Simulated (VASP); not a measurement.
# Si (a cell with a defect) in VASP: further runs

The runs below take Si (a cell with a defect) through single point, with PBE.

All numbers are computed with VASP 6.6.1; they aren't measurements. Logs are shortened: lines on timing, memory, paths and dates and some standing lists are left out, and cuts for length are marked.

## 1. The cell of the first run

The cell holds a defect, 17 atoms: a = 7.679 Å, b = 7.679 Å, c = 7.679 Å, α = 60.00°, β = 60.00°, γ = 60.00°.

## 2. Single point, PBE

INCAR

```
  PREC = Accurate
  ENCUT = 520
  EDIFF = 1E-7
  ISMEAR = -1
  SIGMA = 0.05
  LREAL = Auto
  LASPH = True
  NELM = 60
  ALGO = Normal
  ISIF = 2
  LWAVE = False
  LCHARG = True
  GGA = PE
  LELF = True
  LVHAR = True
  NBANDS = 48
```

KPOINTS

```
regular mesh
0
Gamma
  2 2 2
```

POSCAR

```
Si
1.0
    0.0000000000      5.4300000000      5.4300000000
    5.4300000000      0.0000000000      5.4300000000
    5.4300000000      5.4300000000      0.0000000000
Si
17
Direct
    0.0103834254     -0.0036920810     -0.0020145488
    0.1238869245      0.1177222836      0.1349296501
    0.0039660221     -0.0137142726      0.5067689687
    0.1454645488      0.1185221915      0.6196503683
   -0.0079646409      0.4913535912      0.0264222836
    0.1246143646      0.6243451197      0.1344434622
    0.0044594843      0.5040701657      0.5063290976
    0.1165667587      0.6158426335      0.6527704420
    0.4957610497     -0.0049354512     -0.0006768877
    0.6372829650      0.1371199816      0.0886720994
    0.5131738490      0.0132611418      0.4598900552
    0.6172104052      0.1159059853      0.6208330571
    0.4965657459      0.5101440147     -0.0015878453
    0.6184222836      0.6232821363      0.1351775322
    0.4870873849      0.5032584715      0.5069516575
    0.6188842541      0.6455894107      0.6200693370
    0.7672833333      0.2677770718      0.6959402394
```

Potentials or basis: VASP PAW PBE potentials, release 64 (Si).

Run with:

```
cat potpaw_PBE.64/Si/POTCAR > POTCAR
mpirun -np 1 vasp_std > vasp.out
```

OUTCAR:

```text
PREC = Accurate
   ENCUT = 520
   EDIFF = 1E-7
   ISMEAR = -1
   LREAL = Auto
   LASPH = True
   NELM = 60
   ISIF = 2
   GGA = PE

 ion  position               nearest neighbor table
   1  0.010  0.996  0.998-   2 2.33   6 2.33  10 2.35   4 2.37  17 2.97
   2  0.124  0.118  0.135-   3 2.33   9 2.33   1 2.33   5 2.35
   3  0.004  0.986  0.507-   8 2.33   2 2.33   4 2.43  12 2.43  17 2.58
   4  0.145  0.119  0.620-  11 2.32   1 2.37  17 2.39   7 2.42   3 2.43
   5  0.992  0.491  0.026-   8 2.34  14 2.34   6 2.35   2 2.35
   6  0.125  0.624  0.134-   7 2.33  13 2.33   1 2.33   5 2.35
   7  0.004  0.504  0.506-   8 2.33   6 2.33   4 2.42  16 2.42  17 2.60
   8  0.117  0.616  0.653-   7 2.33   3 2.33  15 2.33   5 2.34
   9  0.496  0.995  0.999-  14 2.33   2 2.33  10 2.35  12 2.37  17 2.96
  10  0.637  0.137  0.089-  11 2.33   9 2.35  13 2.35   1 2.35  17 2.46
  11  0.513  0.013  0.460-   4 2.32  16 2.32  12 2.32  10 2.33
  12  0.617  0.116  0.621-  11 2.32   9 2.37  17 2.39   3 2.43  15 2.43
  13  0.497  0.510  0.998-  14 2.33   6 2.33  10 2.35  16 2.37  17 2.97
  14  0.618  0.623  0.135-  15 2.33   9 2.33  13 2.33   5 2.34
  15  0.487  0.503  0.507-   8 2.33  14 2.33  16 2.43  12 2.43  17 2.57
  16  0.619  0.646  0.620-  11 2.32  13 2.37  17 2.39   7 2.42  15 2.43
  17  0.767  0.268  0.696-  12 2.39  16 2.39   4 2.39  10 2.46  15 2.57   3 2.58   7 2.60   9 2.96
                            13 2.97   1 2.97

  LATTYP: Found a face centered cubic cell.
 ALAT       =    10.8600000000

  Lattice vectors:

 A1 = (   0.0000000000,   5.4300000000,   5.4300000000)
 A2 = (   5.4300000000,   0.0000000000,   5.4300000000)
 A3 = (   5.4300000000,   5.4300000000,   0.0000000000)

Analysis of symmetry for initial positions (statically):
=====================================================================
 Subroutine PRICEL returns:
 Original cell was already a primitive cell.

 Routine SETGRP: Setting up the symmetry group for a
 face centered cubic supercell.

 Subroutine GETGRP returns: Found  1 space group operations
 (whereof  1 operations were pure point group operations)
 out of a pool of 48 trial point group operations.

The static configuration has the point symmetry C_1 .

Analysis of symmetry for dynamics (positions and initial velocities):
=====================================================================
 Subroutine PRICEL returns:
 Original cell was already a primitive cell.

 Routine SETGRP: Setting up the symmetry group for a
 face centered cubic supercell.

 Subroutine GETGRP returns: Found  1 space group operations
 (whereof  1 operations were pure point group operations)
 out of a pool of 48 trial point group operations.

The dynamic configuration has the point symmetry C_1 .

 Subroutine INISYM returns: Found  1 space group operations
 (whereof  1 operations are pure point group operations),
 and found     1 'primitive' translations

----------------------------------------------------------------------------------------

                                     Primitive cell

  volume of cell :     320.2060

  direct lattice vectors                    reciprocal lattice vectors
     0.000000000  5.430000000  5.430000000    -0.092081031  0.092081031  0.092081031
     5.430000000  0.000000000  5.430000000     0.092081031 -0.092081031  0.092081031
     5.430000000  5.430000000  0.000000000     0.092081031  0.092081031 -0.092081031

  length of vectors
     7.679179644  7.679179644  7.679179644     0.159489025  0.159489025  0.159489025

  position of ions in fractional coordinates (direct lattice)
     0.010383425  0.996307919  0.997985451
     0.123886924  0.117722284  0.134929650
     0.003966022  0.986285727  0.506768969
     0.145464549  0.118522191  0.619650368
     0.992035359  0.491353591  0.026422284
     0.124614365  0.624345120  0.134443462
[... 9 lines left out ...]
     0.618884254  0.645589411  0.620069337
     0.767283333  0.267777072  0.695940239

  ion indices of the primitive-cell ions
   primitive index   ion index
                 1           1
                 2           2
                 3           3
                 4           4
                 5           5
                 6           6
[... 9 lines left out ...]
                16          16
                17          17

----------------------------------------------------------------------------------------

 KPOINTS: regular mesh

Automatic generation of k-mesh.
 Grid dimensions read from file:
 generate k-points for:    2    2    2

 Generating k-lattice:

  Cartesian coordinates                     Fractional coordinates (reciprocal lattice)
    -0.046040516  0.046040516  0.046040516     0.500000000  0.000000000  0.000000000
     0.046040516 -0.046040516  0.046040516     0.000000000  0.500000000  0.000000000
     0.046040516  0.046040516 -0.046040516     0.000000000  0.000000000  0.500000000

  Length of vectors
     0.079744512  0.079744512  0.079744512

  Shift w.r.t. Gamma in fractional coordinates (k-lattice)
     0.000000000  0.000000000  0.000000000

 Subroutine IBZKPT returns following result:
 ===========================================

 Found      8 irreducible k-points:

 Following reciprocal coordinates:
            Coordinates               Weight
  0.000000  0.000000  0.000000      1.000000
  0.500000  0.000000  0.000000      1.000000
  0.000000  0.500000  0.000000      1.000000
  0.000000  0.000000  0.500000      1.000000
  0.500000  0.500000  0.500000      1.000000
  0.500000  0.500000  0.000000      1.000000
  0.000000  0.500000  0.500000      1.000000
  0.500000  0.000000  0.500000      1.000000
   k-points           NKPTS =      8   k-points in BZ     NKDIM =      8   number of bands    NBANDS=     48
   number of dos      NEDOS =    301   number of ions     NIONS =     17
   total plane-waves  NPLWV = 216000
   dimension x,y,z NGX =    60 NGY =   60 NGZ =   60
   dimension x,y,z NGXF=   120 NGYF=  120 NGZF=  120
   ions per type =              17
   NGX,Y,Z   is equivalent  to a cutoff of  12.99, 12.99, 12.99 a.u.
   NGXF,Y,Z  is equivalent  to a cutoff of  25.98, 25.98, 25.98 a.u.
 SYSTEM =  unknown system
   PREC   = accura    normal or accurate (medium, high low for compatibility)
   ISTART =      0    job   : 0-new  1-cont  2-samecut
   ICHARG =      2    charge: 1-file 2-atom 10-const
   ISPIN  =      1    spin polarized calculation?
   LNONCOLLINEAR =      F non collinear calculations
   LSORBIT =      F    spin-orbit coupling
   LASPH  =      T    aspherical Exc in radial PAW
   ENCUT  =  520.0 eV  38.22 Ry    6.18 a.u.  14.28 14.28 14.28*2*pi/ulx,y,z
   NELM   =     60;   NELMIN=  2; NELMDL= -5     # of ELM steps
   EDIFF  = 0.1E-06   stopping-criterion for ELM
   LREAL  =      T    real-space projection
   EDIFFG = 0.1E-05   stopping-criterion for IOM
   NSW    =      0    number of steps for IOM
   IBRION =     -1    ionic relax: 0-MD 1-quasi-New 2-CG
   NFREE  =      0    steps in history (QN), initial steepest desc. (CG)
   ISIF   =      2    stress and relaxation
   ISYM   =      2    0-nonsym 1-usesym 2-fastsym
   POTIM  = 0.5000    time-step for ionic-motion
   TEBEG  =    0.0;   TEEND  =   0.0 temperature during run
   PSTRESS=    0.0 pullay stress
   NELECT =      68.0000    total number of electrons
   NUPDOWN=      -1.0000    fix difference up-down
   EMIN   =  10.00;   EMAX   =-10.00  energy-range for DOS
   EFERMI =   0.00;   METHOD = LEGACY
   ISMEAR =    -1;   SIGMA  =   0.05  broadening in eV -4-tet -1-fermi 0-gaus
   EFERMI_NEDOS =   21; number of points for ismear=-14 and -15
   IALGO  =     38    algorithm
   IMIX   =      4    mixing-type and parameters
     AMIX     =   0.40;   BMIX     =  1.00
     AMIX_MAG =   1.60;   BMIX_MAG =  1.00
  volume/ion in A,a.u.               =      18.84       127.11
  Fermi-wavevector in a.u.,A,eV,Ry     =   0.976715  1.845724 12.979587  0.953973
  Thomas-Fermi vector in A             =   2.107356
   LORBIT       =      0    0 simple, 1 ext, 2 COOP (PROOUT), +10 PAW based schemes
   GGA     = PE    functional components
   LHFCALC =     F    Hartree Fock is set to
   AEXX    =    0.0000 exact exchange contribution
   IVDW    =     0    specifies the selected vdW correction
   LEPSILON=     F    determine dielectric tensor
   LRPA    =     F    only Hartree local field effects (RPA)
 non-spin polarized calculation
  energy-cutoff  :      520.00
  volume of cell :      320.21
 maximum number of plane-waves:      8646
 NGX is ok and might be reduce to    60
   NGX = 29   NGY = 29   NGZ = 29

 number of electron      68.0000000 magnetization

 Free energy of the ion-electron system (eV)
  ---------------------------------------------------
  ext. energy  EPLUGINS =         0.00000000
  ---------------------------------------------------
  free energy    TOTEN  =       -87.88625150 eV

  energy without entropy =      -87.84162378  energy(sigma->0) =      -87.86393764

 E-fermi :   6.8658     XC(G=0):  -9.6834

 val. band max:        6.7644254728   @ k =   0.0000   0.0000   0.0000
 cond. band min:       6.8904314504   @ k =   0.5000   0.5000   0.0000
 fundamental gap:      0.1260059776
 Fermi energy:         6.8658066073

 k-point     1 :       0.0000    0.0000    0.0000
  band No.  band energies     occupation
      1      -6.2935      2.00000
      2      -3.8222      2.00000
      3      -3.6307      2.00000
      4      -3.6279      2.00000
      5      -3.5166      2.00000
      6      -2.7483      2.00000
[... 38 lines left out ...]
     45       8.2326      0.00000
     46       8.9190      0.00000

 k-point     2 :       0.5000    0.0000    0.0000
  band No.  band energies     occupation
      1      -5.8729      2.00000
      2      -4.9692      2.00000
      3      -3.5930      2.00000
      4      -3.4435      2.00000
      5      -3.3015      2.00000
      6      -2.9709      2.00000
[... 286 lines left out ...]
 k-point     8 :       0.5000    0.0000    0.5000
  band No.  band energies     occupation
      1      -5.7450      2.00000
      2      -4.7103      2.00000
      3      -4.0091      2.00000
      4      -3.8775      2.00000
      5      -3.8343      2.00000
      6      -3.6334      2.00000
[... 38 lines left out ...]
     45      10.1570      0.00000
     46      10.3340      0.00000
 [bands above 46 left out]

------------------------ aborting loop because EDIFF is reached ----------------------------------------

  FORCE on cell =-STRESS in cart. coord.  units (eV):
  Direction    XX          YY          ZZ          XY          YZ          ZX
  --------------------------------------------------------------------------------------
  -------------------------------------------------------------------------------------
  Total        9.9552291      9.9917409      9.8993058     -0.4016860      0.4356258      0.4512563
  in kB       49.8118141     49.9945036     49.5319969     -2.0098692      2.1796900      2.2578983
  external PRESSURE =      49.7794382 kB  Pullay stress =       0.0000000 kB

 VOLUME and BASIS-vectors are now :
 -----------------------------------------------------------------------------
  energy-cutoff  :      520.00
  volume of cell :      320.21
      direct lattice vectors                 reciprocal lattice vectors
     0.000000000  5.430000000  5.430000000    -0.092081031  0.092081031  0.092081031
     5.430000000  0.000000000  5.430000000     0.092081031 -0.092081031  0.092081031
     5.430000000  5.430000000  0.000000000     0.092081031  0.092081031 -0.092081031

 POSITION                                       TOTAL-FORCE (eV/Angst)
 -----------------------------------------------------------------------------------
     10.82901      5.47544      5.46633         0.005680     -0.025046     -0.001407
      1.37190      1.40537      1.31194        -0.018306     -0.022697      0.026825
      8.10729      2.77329      5.37707        -0.012298     -0.031887      0.029758
      4.00828      4.15457      1.43345         0.009859     -0.081519     -0.030199
      2.81152      5.53022      8.05480        -0.060480     -0.060586      0.051542
      4.12022      1.40668      4.06685        -0.024486     -0.025252      0.019273
[... 9 lines left out ...]
      6.87253      6.72752      6.86609        -0.086416      0.004001     -0.033506
      5.23298      7.94530      5.62038         0.183212      0.194585     -0.161876
 -----------------------------------------------------------------------------------
    total drift:                               -0.002452     -0.005542     -0.000099

  FREE ENERGIE OF THE ION-ELECTRON SYSTEM (eV)
  ---------------------------------------------------
  free  energy   TOTEN  =       -87.8862514989 eV

  energy  without entropy=      -87.8416237830  energy(sigma->0) =      -87.86393764
```

Wall time 7.8 min (1 thread of AMD EPYC 7R43 (Zen 3), shared host); peak memory 0.41 GiB.

Results:

| Property | Result |
| --- | --- |
| Free energy | -87.8863 eV |
| Pressure | 5.0 GPa |
| Largest force | 0.312 eV/Å |
| Band gap on the k mesh | zero (band 34 reaches 6.90 eV, above the bottom of band 35 at 6.76 eV) |

Forces on the atoms (eV/Å):
```
Si   0.006 -0.025 -0.001
Si  -0.018 -0.023  0.027
Si  -0.012 -0.032  0.030
Si   0.010 -0.082 -0.030
Si  -0.060 -0.061  0.052
Si  -0.024 -0.025  0.019
Si  -0.030 -0.031  0.012
Si  -0.051 -0.051  0.053
Si   0.000 -0.001  0.031
Si   0.077  0.080 -0.078
Si   0.062  0.061 -0.063
Si   0.024  0.014  0.091
Si  -0.027  0.004 -0.002
Si  -0.022 -0.016  0.027
Si  -0.030 -0.012  0.029
Si  -0.086  0.004 -0.034
Si   0.183  0.195 -0.162
```

Levels at points of the mesh, in eV from the Fermi level:
| k point | band 30 | band 31 | band 32 | band 33 | band 34 | band 35 | band 36 | band 37 | band 38 | band 39 |
| --- | --- | --- | --- | --- | --- | --- | --- | --- | --- | --- |
| (0.00, 0.00, 0.00) | -1.64 | -0.85 | -0.76 | -0.75 | -0.44 | -0.11 | -0.10 | 0.11 | 0.12 | 0.49 |
| (0.50, 0.00, 0.00) | -1.54 | -1.44 | -1.41 | -1.18 | -0.21 | 0.28 | 0.79 | 0.83 | 0.93 | 1.32 |
| (0.00, 0.50, 0.00) | -1.53 | -1.44 | -1.41 | -1.19 | -0.21 | 0.29 | 0.79 | 0.83 | 0.93 | 1.32 |
| (0.00, 0.00, 0.50) | -1.53 | -1.52 | -1.37 | -1.37 | -0.33 | 0.42 | 0.45 | 1.08 | 1.09 | 1.22 |
| (0.50, 0.50, 0.50) | -1.53 | -1.44 | -1.41 | -1.20 | -0.21 | 0.30 | 0.78 | 0.83 | 0.92 | 1.32 |
| (0.50, 0.50, 0.00) | -2.02 | -1.97 | -1.82 | -0.90 | 0.02 | 0.57 | 1.13 | 1.23 | 1.26 | 1.91 |
| (0.00, 0.50, 0.50) | -2.02 | -1.97 | -1.82 | -0.90 | 0.03 | 0.57 | 1.12 | 1.23 | 1.26 | 1.91 |
| (0.50, 0.00, 0.50) | -2.02 | -1.97 | -1.82 | -0.91 | 0.03 | 0.57 | 1.12 | 1.23 | 1.26 | 1.92 |

Caveat: the k points lie up to 0.50 Å⁻¹ apart.

(Continued in part 2 of 2.)
